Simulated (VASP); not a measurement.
# Al2Ru (I4/mmm) in VASP: notebook

The runs below take Al2Ru through single point, relaxation of cell and atoms, with PBEsol.

Program: VASP 6.6.1. These are calculated values, not measurements. Logs are shortened: lines on timing, memory, paths and dates and some standing lists are left out, and cuts for length are marked.

## Step 1: The cell of the first run

Symmetry: I4/mmm, No. 139, tetragonal system. The conventional cell has a = 3.121 Å, b = 3.121 Å, c = 8.423 Å, α = 90.00°, β = 90.00°, γ = 90.00°. Al (site symmetry 4mm) has 5 Ru at 2.58 to 2.87 Å and 9 Al at 2.68 to 3.12 Å within 3.4 Å. Within 3.4 Å of Ru (site symmetry 4/mmm) lie 10 Al at 2.58 to 2.87 Å and 4 Ru at 3.12 Å.

## Step 2: Single point, PBEsol

File INCAR:

```
PREC     = Accurate       # precision mode
ENCUT    = 520            # plane-wave cutoff, eV
EDIFF    = 1E-7           # SCF threshold, eV
ISMEAR   = 0              # smearing method
SIGMA    = 0.1            # smearing width, eV
LREAL    = False          # projectors in reciprocal space
LASPH    = True           # aspherical terms in the spheres
NELM     = 100            # most SCF steps
ALGO     = Normal         # electronic algorithm
ISIF     = 2              # what is computed and relaxed
LWAVE    = False          # write WAVECAR
LCHARG   = False          # write CHGCAR
GGA      = PS             # functional
NBANDS   = 17             # bands
```

File KPOINTS:

```
Automatic mesh
0
Gamma
  18 18 18
```

File POSCAR:

```
Al2Ru
1.0
   -1.5606788816      1.5606788816      4.2115520757
    1.5606788816     -1.5606788816      4.2115520757
    1.5606788816      1.5606788816     -4.2115520757
Al Ru
2 1
Direct
    0.6590760825      0.6590760825      0.0000000000
    0.3409239175      0.3409239175      0.0000000000
    0.0000000000      0.0000000000      0.0000000000
```

Potentials or basis: VASP PAW PBE potentials, release 64 (Al, Ru_pv).

Command:

```
$ cat potpaw_PBE.64/Al/POTCAR potpaw_PBE.64/Ru_pv/POTCAR > POTCAR
$ mpirun -np 1 vasp_std > vasp.out
```

OUTCAR:

```text
PREC = Accurate
   ENCUT = 520
   EDIFF = 1E-7
   ISMEAR = 0
   LREAL = False
   LASPH = True
   NELM = 100
   ISIF = 2
   GGA = PS

 ion  position               nearest neighbor table
   1  0.659  0.659  0.000-   3 2.58   3 2.58   3 2.58   3 2.58   2 2.68   2 2.69   2 2.69   2 2.69
                             2 2.69   3 2.87
   2  0.341  0.341  0.000-   3 2.58   3 2.58   3 2.58   3 2.58   1 2.68   1 2.69   1 2.69   1 2.69
                             1 2.69   3 2.87
   3  0.000  0.000  0.000-   1 2.58   1 2.58   2 2.58   1 2.58   2 2.58   2 2.58   1 2.58   2 2.58
                             1 2.87   2 2.87

  LATTYP: Found a body centered tetragonal cell.
 ALAT       =     3.1213577632
 C/A-ratio  =     2.6985385177

  Lattice vectors:

 A1 = (  -1.5606788816,   1.5606788816,   4.2115520757)
 A2 = (   1.5606788816,  -1.5606788816,   4.2115520757)
 A3 = (   1.5606788816,   1.5606788816,  -4.2115520757)

Analysis of symmetry for initial positions (statically):
=====================================================================
 Subroutine PRICEL returns:
 Original cell was already a primitive cell.

 Routine SETGRP: Setting up the symmetry group for a
 body centered tetragonal supercell.

 Subroutine GETGRP returns: Found 16 space group operations
 (whereof 16 operations were pure point group operations)
 out of a pool of 16 trial point group operations.

The static configuration has the point symmetry D_4h.

Analysis of symmetry for dynamics (positions and initial velocities):
=====================================================================
 Subroutine PRICEL returns:
 Original cell was already a primitive cell.

 Routine SETGRP: Setting up the symmetry group for a
 body centered tetragonal supercell.

 Subroutine GETGRP returns: Found 16 space group operations
 (whereof 16 operations were pure point group operations)
 out of a pool of 16 trial point group operations.

The dynamic configuration has the point symmetry D_4h.

 Subroutine INISYM returns: Found 16 space group operations
 (whereof 16 operations are pure point group operations),
 and found     1 'primitive' translations

----------------------------------------------------------------------------------------

                                     Primitive cell

  volume of cell :      41.0326

  direct lattice vectors                    reciprocal lattice vectors
    -1.560678882  1.560678882  4.211552076     0.000000000  0.320373400  0.118721077
     1.560678882 -1.560678882  4.211552076     0.320373400  0.000000000  0.118721077
     1.560678882  1.560678882 -4.211552076     0.320373400  0.320373400  0.000000000

  length of vectors
     4.754851000  4.754851000  4.754851000     0.341663299  0.341663299  0.453076408

  position of ions in fractional coordinates (direct lattice)
     0.659076083  0.659076083  0.000000000
     0.340923917  0.340923917  0.000000000
     0.000000000  0.000000000  0.000000000

  ion indices of the primitive-cell ions
   primitive index   ion index
                 1           1
                 2           2
                 3           3

----------------------------------------------------------------------------------------

 KPOINTS: Automatic mesh

Automatic generation of k-mesh.
 Grid dimensions read from file:
 generate k-points for:   18   18   18

 Generating k-lattice:

  Cartesian coordinates                     Fractional coordinates (reciprocal lattice)
     0.000000000  0.017798522  0.006595615     0.055555556 -0.000000000  0.000000000
     0.017798522  0.000000000  0.006595615    -0.000000000  0.055555556  0.000000000
     0.017798522  0.017798522  0.000000000     0.000000000  0.000000000  0.055555556

  Length of vectors
     0.018981294  0.018981294  0.025170912

  Shift w.r.t. Gamma in fractional coordinates (k-lattice)
     0.000000000  0.000000000  0.000000000

 Subroutine IBZKPT returns following result:
 ===========================================

 Found    480 irreducible k-points:

 Following reciprocal coordinates:
            Coordinates               Weight
  0.000000  0.000000  0.000000      1.000000
  0.055556 -0.000000  0.000000      8.000000
  0.111111 -0.000000  0.000000      8.000000
  0.166667 -0.000000  0.000000      8.000000
  0.222222 -0.000000  0.000000      8.000000
  0.277778  0.000000  0.000000      8.000000
[... 16 lines left out ...]
 -0.277778  0.055556  0.000000     16.000000
 -0.222222  0.055556 -0.000000     16.000000
 [... further k-points ...]
   k-points           NKPTS =    480   k-points in BZ     NKDIM =    480   number of bands    NBANDS=     17
   number of dos      NEDOS =    301   number of ions     NIONS =      3
   total plane-waves  NPLWV =  46656
   dimension x,y,z NGX =    36 NGY =   36 NGZ =   36
   dimension x,y,z NGXF=    72 NGYF=   72 NGZF=   72
   ions per type =               2   1
   NGX,Y,Z   is equivalent  to a cutoff of  12.59, 12.59, 12.59 a.u.
   NGXF,Y,Z  is equivalent  to a cutoff of  25.17, 25.17, 25.17 a.u.
 SYSTEM =  unknown system
   PREC   = accura    normal or accurate (medium, high low for compatibility)
   ISTART =      0    job   : 0-new  1-cont  2-samecut
   ICHARG =      2    charge: 1-file 2-atom 10-const
   ISPIN  =      1    spin polarized calculation?
   LNONCOLLINEAR =      F non collinear calculations
   LSORBIT =      F    spin-orbit coupling
   LASPH  =      T    aspherical Exc in radial PAW
   ENCUT  =  520.0 eV  38.22 Ry    6.18 a.u.   8.84  8.84  8.84*2*pi/ulx,y,z
   NELM   =    100;   NELMIN=  2; NELMDL= -5     # of ELM steps
   EDIFF  = 0.1E-06   stopping-criterion for ELM
   LREAL  =      F    real-space projection
   EDIFFG = 0.1E-05   stopping-criterion for IOM
   NSW    =      0    number of steps for IOM
   IBRION =     -1    ionic relax: 0-MD 1-quasi-New 2-CG
   NFREE  =      0    steps in history (QN), initial steepest desc. (CG)
   ISIF   =      2    stress and relaxation
   ISYM   =      2    0-nonsym 1-usesym 2-fastsym
   POTIM  = 0.5000    time-step for ionic-motion
   TEBEG  =    0.0;   TEEND  =   0.0 temperature during run
   PSTRESS=    0.0 pullay stress
   NELECT =      20.0000    total number of electrons
   NUPDOWN=      -1.0000    fix difference up-down
   EMIN   =  10.00;   EMAX   =-10.00  energy-range for DOS
   EFERMI =   0.00;   METHOD = LEGACY
   ISMEAR =     0;   SIGMA  =   0.10  broadening in eV -4-tet -1-fermi 0-gaus
   EFERMI_NEDOS =   21; number of points for ismear=-14 and -15
   IALGO  =     38    algorithm
   IMIX   =      4    mixing-type and parameters
     AMIX     =   0.40;   BMIX     =  1.00
     AMIX_MAG =   1.60;   BMIX_MAG =  1.00
  volume/ion in A,a.u.               =      13.68        92.30
  Fermi-wavevector in a.u.,A,eV,Ry     =   1.288373  2.434673 22.584391  1.659906
  Thomas-Fermi vector in A             =   2.420331
   LORBIT       =      0    0 simple, 1 ext, 2 COOP (PROOUT), +10 PAW based schemes
   GGA     = PS    functional components
   LHFCALC =     F    Hartree Fock is set to
   AEXX    =    0.0000 exact exchange contribution
   IVDW    =     0    specifies the selected vdW correction
   LEPSILON=     F    determine dielectric tensor
   LRPA    =     F    only Hartree local field effects (RPA)
 non-spin polarized calculation
 Gauss-broadening in eV      SIGMA  =   0.10
  energy-cutoff  :      520.00
  volume of cell :       41.03
 maximum number of plane-waves:      1122
   NGX = 17   NGY = 17   NGZ = 17

 number of electron      19.9999999 magnetization

 Free energy of the ion-electron system (eV)
  ---------------------------------------------------
  ext. energy  EPLUGINS =         0.00000000
  ---------------------------------------------------
  free energy    TOTEN  =       -20.32943949 eV

  energy without entropy =      -20.32811474  energy(sigma->0) =      -20.32877711

 E-fermi :  10.5594     XC(G=0): -12.0312

 val. band max:       10.5549979464   @ k =  -0.2778   0.1667   0.0556
 cond. band min:      10.5641795522   @ k =  -0.2778   0.2222   0.0000
 fundamental gap:      0.0091816058
 Fermi energy:        10.5594332030

 k-point     1 :       0.0000    0.0000    0.0000
  band No.  band energies     occupation
      1     -32.0329      2.00000
      2     -32.0329      2.00000
      3     -31.9473      2.00000
      4      -0.3838      2.00000
      5       5.1091      2.00000
      6       6.7061      2.00000
[... 9 lines left out ...]
     16      16.8020      0.00000
     17      18.2903      0.00000

 k-point     2 :       0.0556   -0.0000    0.0000
  band No.  band energies     occupation
      1     -32.0370      2.00000
      2     -32.0326      2.00000
      3     -31.9469      2.00000
      4      -0.3257      2.00000
      5       5.1358      2.00000
      6       6.7267      2.00000
[... 9 lines left out ...]
     16      17.0726      0.00000
     17      18.8226      0.00000

 k-point     3 :       0.1111   -0.0000    0.0000
  band No.  band energies     occupation
      1     -32.0487      2.00000
      2     -32.0315      2.00000
      3     -31.9458      2.00000
      4      -0.1524      2.00000
      5       5.2111      2.00000
      6       6.7820      2.00000
[... 9 lines left out ...]
     16      17.5753      0.00000
     17      19.9136      0.00000

 k-point     4 :       0.1667   -0.0000    0.0000
  band No.  band energies     occupation
      1     -32.0665      2.00000
      2     -32.0300      2.00000
      3     -31.9441      2.00000
      4       0.1326      2.00000
      5       5.3183      2.00000
      6       6.8394      2.00000
[... 9 lines left out ...]
     16      18.2447      0.00000
     17      21.1125      0.00000
[... 343 lines left out ...]
      1     -32.1328      2.00000
      2     -32.0281      2.00000
      3     -31.9372      2.00000
      4       1.5681      2.00000
      5       5.4283      2.00000
      6       6.4127      2.00000
[... 9 lines left out ...]
     16      19.8305      0.00000
     17      20.4718      0.00000

 k-point    23 :      -0.2778    0.0556    0.0000
  band No.  band energies     occupation
      1     -32.1111      2.00000
      2     -32.0301      2.00000
      3     -31.9393      2.00000
      4       1.0025      2.00000
      5       5.6288      2.00000
      6       6.5155      2.00000
[... 9 lines left out ...]
     16      19.2913      0.00000
     17      20.9024      0.00000

 k-point    24 :      -0.2222    0.0556   -0.0000
  band No.  band energies     occupation
      1     -32.0880      2.00000
      2     -32.0321      2.00000
      3     -31.9415      2.00000
      4       0.5257      2.00000
      5       5.5924      2.00000
      6       6.7684      2.00000
[... 9 lines left out ...]
     16      18.7714      0.00000
     17      21.5045      0.00000

 [... further k-points ...]
[... 5 lines left out ...]
  --------------------------------------------------------------------------------------
  -------------------------------------------------------------------------------------
  Total        0.0153838      0.0153838      0.0194691      0.0000000      0.0000000      0.0000000
  in kB        0.6006832      0.6006832      0.7601982      0.0000000      0.0000000      0.0000000
  external PRESSURE =       0.6538549 kB  Pullay stress =       0.0000000 kB

 VOLUME and BASIS-vectors are now :
 -----------------------------------------------------------------------------
  energy-cutoff  :      520.00
  volume of cell :       41.03
      direct lattice vectors                 reciprocal lattice vectors
    -1.560678882  1.560678882  4.211552076     0.000000000  0.320373400  0.118721077
     1.560678882 -1.560678882  4.211552076     0.320373400  0.000000000  0.118721077
     1.560678882  1.560678882 -4.211552076     0.320373400  0.320373400  0.000000000

 POSITION                                       TOTAL-FORCE (eV/Angst)
 -----------------------------------------------------------------------------------
      0.00000      0.00000      5.55147         0.000000      0.000000      0.002511
      0.00000      0.00000      2.87164        -0.000000     -0.000000     -0.002511
      0.00000      0.00000      0.00000         0.000000      0.000000      0.000000
 -----------------------------------------------------------------------------------
    total drift:                                0.000000     -0.000000      0.000000

  FREE ENERGIE OF THE ION-ELECTRON SYSTEM (eV)
  ---------------------------------------------------
  free  energy   TOTEN  =       -20.3294394934 eV

  energy  without entropy=      -20.3281147352  energy(sigma->0) =      -20.32877711
```

Run time: 7.4 min. Hardware: 1 thread of Intel Xeon Platinum 8259CL at 2.50GHz (Skylake/Cascade Lake), shared host; peak memory 0.45 GiB.

What came out:

| Quantity | Value |
| --- | --- |
| Free energy | -20.3294 eV |
| Pressure | 0.1 GPa |
| Band gap on the k mesh | zero (band 10 reaches 10.73 eV, above the bottom of band 11 at 10.55 eV) |

Forces on the atoms (eV/Å):
```
Al   0.000  0.000  0.003
Al   0.000  0.000 -0.003
Ru   0.000  0.000  0.000
```

Caveat: the PAW data sets were made with another functional, which shifts forces and pressure a little.

## Step 3: Relaxation of cell and atoms, PBEsol

This run uses another cell than the first one, of 13.71 Å³/atom, 1.002 times its volume.

File INCAR:

```
SYSTEM = Al2Ru
PREC = Accurate ; ENCUT = 600
EDIFF = 1E-7 ; ISMEAR = 0
SIGMA = 0.1 ; LREAL = .FALSE.
LASPH = .TRUE. ; NELM = 100
ALGO = Normal ; ISIF = 3
LWAVE = .FALSE. ; LCHARG = .FALSE.
GGA = PS ; IBRION = 2
NSW = 100 ; EDIFFG = -0.005
```

File KPOINTS:

```
Automatic mesh
0
G
  18 18 18
  0 0 0
```

File POSCAR:

```
Al2Ru
1.0
   -1.5604216200      1.5604216200      4.2218055900
    1.5604216200     -1.5604216200      4.2218055900
    1.5604216200      1.5604216200     -4.2218055900
Al Ru
2 1
Direct
    0.6592021900      0.6592021900      0.0000000000
    0.3407978100      0.3407978100      0.0000000000
    0.0000000000      0.0000000000      0.0000000000
```

Potentials or basis: VASP PAW PBE potentials, release 64 (Al, Ru_pv).

Command:

```
$ cat potpaw_PBE.64/Al/POTCAR potpaw_PBE.64/Ru_pv/POTCAR > POTCAR
$ mpirun -np 1 vasp_std > vasp.out
```

Run time: 34 min. Hardware: 1 thread of Intel Xeon Platinum 8259CL at 2.50GHz (Skylake/Cascade Lake), shared host; peak memory 0.53 GiB.

Results (log left out):

```
Free energy                            : -20.3298 eV
Relaxed volume                         : 13.68 Å³/atom
Relaxed cell                           : a = 4.756 Å, b = 4.756 Å, c = 4.756 Å, α = 141.69°, β = 141.69°, γ = 55.30°
Space group after relaxing (to 0.05 Å) : I4/mmm (No. 139)
Energy gained by relaxing              : 0.1 meV/atom
Ionic steps                            : 6
Pressure after relaxing                : 0.0 GPa
Band gap on the k mesh                 : zero (band 10 reaches 10.73 eV, above the bottom of band 11 at 10.54 eV)
```

Forces in eV/Å, atoms in the order of the input:
```
Al   0.000  0.000  0.002
Al   0.000  0.000 -0.002
Ru   0.000  0.000  0.000
```

The path:
```csv
step,energy change (eV),largest force (eV/Å),pressure (GPa),volume (Å³)
1,0.0000,0.0481,-0.37,41.12
2,-0.0001,0.0380,0.54,40.93
3,-0.0003,0.0027,0.10,41.02
4,-0.0003,0.0083,-0.04,41.05
5,-0.0003,0.0057,0.00,41.05
6,-0.0003,0.0021,-0.01,41.05
```

Final structure:
```
CELL_PARAMETERS angstrom
-1.56074 1.56074 4.21275
1.56074 -1.56074 4.21275
1.56074 1.56074 -4.21275
ATOMIC_POSITIONS crystal
Al 0.65906 0.65906 0.00000
Al 0.34094 0.34094 0.00000
Ru 0.00000 0.00000 0.00000
```

Levels at points of the mesh, in eV from the Fermi level:
| k point | band 8 | band 9 | band 10 | band 11 | band 12 | band 13 |
| --- | --- | --- | --- | --- | --- | --- |
| (0.00, 0.00, 0.00) | -2.01 | -1.96 | -0.98 | 2.41 | 4.65 | 6.09 |
| (0.50, 0.00, 0.00) | -2.75 | -2.58 | -1.44 | 0.57 | 3.06 | 5.12 |
| (0.50, 0.50, 0.00) | -3.10 | -1.28 | -0.36 | 0.26 | 1.83 | 2.02 |
| (0.50, 0.50, 0.50) | -1.57 | -1.57 | -0.95 | 3.13 | 3.13 | 6.29 |

Caveat: the PAW data sets were made with another functional, which shifts forces and pressure a little.
